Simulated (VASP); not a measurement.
# B3I2 (Cmmm) in VASP: notebook, part 2 of 2

VASP 6.6.1. Earlier steps stand in the parts before.

**3. Single point, PBE**

INCAR reads:

```
SYSTEM = B3I2
PREC     = Accurate       ! precision mode
ENCUT    = 520            ! plane-wave cutoff, eV
EDIFF    = 1E-6           ! SCF threshold, eV
ISMEAR   = 0              ! smearing method
SIGMA    = 0.1            ! smearing width, eV
LREAL    = .FALSE.        ! projectors in reciprocal space
LASPH    = .TRUE.         ! aspherical terms in the spheres
NELM     = 80             ! most SCF steps
ALGO     = Normal         ! electronic algorithm
ISIF     = 2              ! what is computed and relaxed
LWAVE    = .FALSE.        ! write WAVECAR
LCHARG   = .TRUE.         ! write CHGCAR
GGA      = PE             ! functional
LELF     = .TRUE.         ! ELF
LVHAR    = .TRUE.       
NBANDS   = 20             ! bands
```

KPOINTS reads:

```
Automatic mesh
0
G
  6 6 12
  0 0 0
```

POSCAR reads:

```
B3I2
1.0
    3.9282110209     -5.0841382583      0.0000000000
    3.9282110209      5.0841382583      0.0000000000
    0.0000000000      0.0000000000      2.9867723255
B I
3 2
Direct
    0.4184290562      0.5815709438      0.0000000000
    0.5815709438      0.4184290562      0.0000000000
    0.5000000000      0.5000000000      0.5000000000
    0.0000000000      0.5000000000      0.0000000000
    0.5000000000      0.0000000000      0.0000000000
```

Potentials or basis: VASP PAW PBE potentials, release 64 (B, I).

Started as:

```
$ cat potpaw_PBE.64/B/POTCAR potpaw_PBE.64/I/POTCAR > POTCAR
$ mpirun -np 1 vasp_std > vasp.out
```

Run time: 1.7 min. Hardware: 1 thread of Intel Xeon Platinum 8559C (Emerald Rapids), shared host; peak memory 0.35 GiB.

It converged, with:

* Free energy: -20.0554 eV
* Pressure: 0.0 GPa
* Largest force: 0.018 eV/Å
* Band gap on the k mesh: zero (an odd number of electrons rules out a gap without spin polarisation)

Forces in eV/Å, atoms in the order of the input:
```
B    0.000  0.018  0.000
B    0.000 -0.018  0.000
B    0.000  0.000  0.000
I    0.000  0.000  0.000
I    0.000  0.000  0.000
```

Levels at points of the mesh, in eV from the Fermi level:
```
           k point  band 9  band 10  band 11  band 12  band 13  band 14  band 15  band 16
(0.00, 0.00, 0.00)   -1.10    -0.44    -0.12     1.99     2.16     2.72     3.26     4.63
(0.50, 0.00, 0.00)   -3.23    -0.28     0.58     1.88     2.07     4.42     4.63     5.17
(0.50, 0.50, 0.00)   -3.38    -2.51     1.67     2.13     2.87     3.86     5.47     5.67
(0.00, 0.00, 0.50)   -3.25    -1.99    -0.93     0.30     0.83     2.76     3.38     4.18
(0.50, 0.00, 0.50)   -2.84    -1.89    -1.67    -0.50     1.18     2.10     3.01     4.85
(0.50, 0.50, 0.50)   -2.46    -2.09    -1.56    -0.82    -0.37     1.53     3.63     4.81
```

Caveat: spin-orbit coupling is left out, which moves the levels of the heavy elements; an odd number of electrons without spin polarisation forces a metal; a magnetic or distorted state may lie lower.

**4. Relaxation of cell and atoms, PBE**

This run uses another cell than the first one, of 24.37 Å³/atom.

INCAR reads:

```
ALGO = Normal
EDIFF = 1E-6
EDIFFG = -0.04
ENCUT = 600
GGA = PE
IBRION = 2
ISIF = 3
ISMEAR = 0
LASPH = True
LCHARG = False
LREAL = False
LWAVE = False
NELM = 80
NSW = 90
PREC = Accurate
SIGMA = 0.1
```

KPOINTS reads:

```
k-points
0
Gamma
  4 4 4
```

POSCAR reads:

```
B3I2
1.0
    2.2771759636     -3.7184072046      0.0000000000
    2.2771759636      3.7184072046      0.0000000000
    0.0000000000      0.0000000000      7.1951177858
B I
3 2
Direct
    0.3804094371      0.6195905629      0.0000000000
    0.6195905629      0.3804094371      0.0000000000
    0.5000000000      0.5000000000      0.5000000000
    0.0000000000      0.5000000000      0.0000000000
    0.5000000000      0.0000000000      0.0000000000
```

Started as:

```
$ cat potpaw_PBE.64/B/POTCAR potpaw_PBE.64/I/POTCAR > POTCAR
$ mpirun -np 1 vasp_std > vasp.out
```

Run time: 21 min. Hardware: 1 thread of Intel Xeon Platinum 8559C (Emerald Rapids), shared host; peak memory 0.32 GiB.

It converged, with:

* Free energy: -20.3381 eV
* Relaxed volume: 23.54 Å³/atom
* Relaxed cell: a = 6.447 Å, b = 6.447 Å, c = 2.967 Å, α = 90.00°, β = 90.00°, γ = 107.35°
* Space group after relaxing (to 0.1 Å): Cmmm (No. 65)
* Pressure after relaxing: 0.0 GPa
* Band gap on the k mesh: zero (an odd number of electrons rules out a gap without spin polarisation)

Stress tensor (GPa, compression positive):
```
 0.14  0.00  0.00
 0.00 -0.26  0.00
 0.00  0.00  0.21
```

Final structure:
```yaml
crystal:
  lattice:
    - [3.81895, -5.19425, 0.00000]
    - [3.81895, 5.19425, 0.00000]
    - [0.00000, 0.00000, 2.96734]
  atoms:
    - { symbol: B, position: [0.58009, 0.41991, 0.00000] }
    - { symbol: B, position: [0.41991, 0.58009, 0.00000] }
    - { symbol: B, position: [0.50000, 0.50000, 0.50000] }
    - { symbol: I, position: [0.00000, 0.50000, 0.00000] }
    - { symbol: I, position: [0.50000, 0.00000, 0.00000] }
```

Levels at points of the mesh, in eV from the Fermi level:
```
           k point  band 8  band 9  band 10  band 11  band 12  band 13  band 14  band 15
(0.00, 0.00, 0.00)   -2.63   -1.31    -0.73    -0.41     1.94     2.17     2.50     3.04
(0.50, 0.00, 0.00)   -3.74   -3.47    -0.57     0.41     1.84     2.05     4.18     4.44
(0.50, 0.50, 0.00)   -3.74   -3.62    -2.52     1.60     2.15     2.76     3.70     5.32
(0.00, 0.00, 0.50)   -3.86   -3.53    -2.26    -0.87     0.14     0.67     2.53     3.22
(0.50, 0.00, 0.50)   -3.91   -3.12    -2.02    -1.82    -0.67     0.99     1.97     2.83
(0.50, 0.50, 0.50)   -2.84   -2.74    -2.30    -1.73    -0.79    -0.54     1.32     3.35
```

Caveat: the k points lie up to 0.53 Å⁻¹ apart in the final cell, too coarse for converged energies and pressures of a metal; a cell axis changed by over 15 % at a fixed basis, so the end point is rough; spin-orbit coupling is left out, which moves the levels of the heavy elements; an odd number of electrons without spin polarisation forces a metal; a magnetic or distorted state may lie lower.

**5. Relaxation of cell and atoms, PBE**

This run uses another cell than the first one, of 22.78 Å³/atom.

INCAR reads:

```
ALGO = Normal
EDIFF = 1E-6
EDIFFG = -0.01
ENCUT = 600
GGA = PE
IBRION = 2
ISIF = 3
ISMEAR = 0
LASPH = True
LCHARG = False
LREAL = False
LWAVE = False
NELM = 100
NSW = 100
PREC = Accurate
SIGMA = 0.1
```

KPOINTS reads:

```
k-points
0
Gamma
  6 6 12
```

POSCAR reads:

```
B3I2
1.0
    3.9041111553     -4.7679242456      0.0000000000
    3.9041111553      4.7679242456      0.0000000000
    0.0000000000      0.0000000000      3.0589043165
B I
3 2
Direct
    0.4119789115      0.5880210885      0.0000000000
    0.5880210885      0.4119789115      0.0000000000
    0.5000000000      0.5000000000      0.5000000000
    0.0000000000      0.5000000000      0.0000000000
    0.5000000000      0.0000000000      0.0000000000
```

Started as:

```
$ cat potpaw_PBE.64/B/POTCAR potpaw_PBE.64/I/POTCAR > POTCAR
$ mpirun -np 1 vasp_std > vasp.out
```

Run time: 14 min. Hardware: 1 thread of Intel Xeon Platinum 8559C (Emerald Rapids), shared host; peak memory 0.37 GiB.

Results (log left out):

- Free energy: -20.0565 eV
- Relaxed volume: 23.79 Å³/atom
- Relaxed cell: a = 6.416 Å, b = 6.416 Å, c = 2.986 Å, α = 90.00°, β = 90.00°, γ = 104.64°
- Space group after relaxing (to 0.1 Å): Cmmm (No. 65)
- Energy gained by relaxing: 22.6 meV/atom
- Ionic steps: 19
- Pressure after relaxing: 0.1 GPa
- Band gap on the k mesh: zero (an odd number of electrons rules out a gap without spin polarisation)

Forces on the atoms (eV/Å):
```
B    0.000  0.002  0.000
B    0.000 -0.002  0.000
B    0.000  0.000  0.000
I    0.000  0.000  0.000
I    0.000  0.000  0.000
```

The path:
| step | energy change (eV) | largest force (eV/Å) | pressure (GPa) | volume (Å³) |
| --- | --- | --- | --- | --- |
| 1 | 0.0000 | 0.3185 | -0.26 | 113.88 |
| 2 | -0.0635 | 0.1028 | 1.64 | 113.22 |
| 3 | -0.0641 | 0.0717 | 1.84 | 113.15 |
| 4 | -0.0931 | 0.1858 | 0.79 | 117.17 |
| 5 | -0.0935 | 0.2042 | 0.64 | 117.80 |
| 6 | -0.0964 | 0.0287 | -0.84 | 120.37 |
| 7 | -0.1017 | 0.0788 | -0.20 | 119.22 |
| 8 | -0.1046 | 0.0073 | -0.06 | 119.03 |
| 9 | -0.1078 | 0.1898 | 0.23 | 118.63 |
| 10 | -0.1094 | 0.1285 | 0.18 | 118.67 |
| 11 | -0.1120 | 0.0288 | 0.08 | 118.76 |
| 12 | -0.1123 | 0.1024 | 0.04 | 118.79 |
| 13 | -0.1126 | 0.0835 | 0.01 | 118.85 |
| 14 | -0.1129 | 0.0466 | -0.01 | 118.96 |
| 15 | -0.1129 | 0.0428 | -0.02 | 118.97 |
| 16 | -0.1130 | 0.0044 | 0.04 | 118.94 |
| 17 | -0.1130 | 0.0000 | 0.05 | 118.93 |
| 18 | -0.1130 | 0.0027 | 0.05 | 118.93 |
| 19 | -0.1130 | 0.0023 | 0.05 | 118.93 |

Final structure:
```xyz
5
Lattice="3.9220 -5.0782 0.0000 3.9220 5.0782 0.0000 0.0000 0.0000 2.9858" Properties=species:S:1:pos:R:3 pbc="T T T"
B     3.9220    0.8298    0.0000
B     3.9220   -0.8298    0.0000
B     3.9220    0.0000    1.4929
I     1.9610    2.5391    0.0000
I     1.9610   -2.5391    0.0000
```

Levels at points of the mesh, in eV from the Fermi level:
| k point | band 10 | band 11 | band 12 | band 13 | band 14 | band 15 |
| --- | --- | --- | --- | --- | --- | --- |
| (0.00, 0.00, 0.00) | -0.44 | -0.11 | 1.98 | 2.15 | 2.72 | 3.25 |
| (0.50, 0.00, 0.00) | -0.28 | 0.59 | 1.87 | 2.07 | 4.40 | 4.64 |
| (0.50, 0.50, 0.00) | -2.52 | 1.66 | 2.13 | 2.89 | 3.85 | 5.47 |
| (0.00, 0.00, 0.50) | -2.01 | -0.94 | 0.30 | 0.82 | 2.78 | 3.41 |
| (0.50, 0.00, 0.50) | -1.91 | -1.68 | -0.50 | 1.17 | 2.10 | 3.03 |
| (0.50, 0.50, 0.50) | -2.11 | -1.56 | -0.83 | -0.37 | 1.52 | 3.60 |

Caveat: spin-orbit coupling is left out, which moves the levels of the heavy elements; an odd number of electrons without spin polarisation forces a metal; a magnetic or distorted state may lie lower.

**6. Summary**

```csv
task,cell,k mesh,cutoff (eV),gap on the mesh (eV),pressure (GPa),relaxed volume (Å³/atom),largest force (eV/Å)
single point,"a = 6.454, b = 6.454, c = 2.969 Å, angles 90.0, 90.0, 105.0°, 5 atoms, atomic positions A",4 × 4 × 4,520,none,0.0,-,0.02
single point,"a = 6.425, b = 6.425, c = 2.987 Å, angles 90.0, 90.0, 104.6°, 5 atoms, atomic positions A",6 × 6 × 12,520,none,0.0,-,0.02
relaxation of cell and atoms,"relaxed from a = 4.360, b = 4.360, c = 7.195 Å, angles 90.0, 90.0, 117.0°, 5 atoms, atomic positions B",4 × 4 × 4,600,none,0.0,23.54,-
relaxation of cell and atoms,"relaxed from a = 6.162, b = 6.162, c = 3.059 Å, angles 90.0, 90.0, 101.4°, 5 atoms, atomic positions C",6 × 6 × 12,600,none,0.1,23.79,-
```

Alike in all rows: level PBE; potentials or basis VASP PAW PBE potentials, release 64 (B, I); no spin polarisation; smearing gaussian 0.1 eV.

Caveats: some runs use coarse meshes; spin-orbit coupling is left out, which moves the levels of the heavy elements; an odd number of electrons without spin polarisation forces a metal; a magnetic or distorted state may lie lower; a cell axis changed by over 15 % at a fixed basis, so the end point is rough (at least some runs).

Total energies depend on the potentials used, so only differences within one code and one set of settings carry meaning.
